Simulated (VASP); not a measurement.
Input of a VASP 6.6.1 run:

POSCAR

```
S
1.0
    5.0663842133      0.0000000000      0.0000000000
    0.0000000000      5.0663842133      0.0000000000
    0.0000000000      0.0000000000      5.0663842133
S
8
Direct
    0.5000000000      0.5000000000      0.5000000000
    0.0000000000      0.0000000000      0.0000000000
    0.2500000000      0.0000000000      0.5000000000
    0.5000000000      0.2500000000      0.0000000000
    0.5000000000      0.7500000000      0.0000000000
    0.7500000000      0.0000000000      0.5000000000
    0.0000000000      0.5000000000      0.7500000000
    0.0000000000      0.5000000000      0.2500000000
```

File INCAR.step1:

```
SYSTEM = S
ALGO = Normal
EDIFF = 1E-4
ENCUT = 520
GGA = PE
ISMEAR = 0
LASPH = .True.
LCHARG = .False.
LREAL = .False.
LWAVE = .True.
NBANDS = 34
NELM = 100
PREC = Accurate
SIGMA = 0.1
```

INCAR.step2

```
SYSTEM = S
ALGO = Normal
EDIFF = 1E-7
ENCUT = 520
ISIF = 2
ISMEAR = 0
ISTART = 1
LASPH = .True.
LCHARG = .True.
LELF = .True.
LMIXTAU = .True.
LREAL = .False.
LVHAR = .True.
LWAVE = .False.
METAGGA = R2SCAN
NBANDS = 34
NELM = 100
PREC = Accurate
SIGMA = 0.1
```

KPOINTS

```
k-points
0
Gamma
  8 8 8
  0 0 0
```

Potentials or basis: VASP PAW PBE potentials, release 64 (S).

Command:

```sh
$ cat potpaw_PBE.64/S/POTCAR > POTCAR
$ cp INCAR.step1 INCAR
$ mpirun -np 1 vasp_std > vasp.out
$ cp INCAR.step2 INCAR
$ mpirun -np 1 vasp_std > vasp.out
```

(1) What does it give for the pressure?

(2) What does it give for the band gap on the k mesh?

## Answers

(1) -0.3 GPa.

(2) zero (band 24 reaches 7.63 eV, above the bottom of band 25 at 5.94 eV).

Caveat: the PAW data sets were made with another functional, which shifts forces and pressure a little.
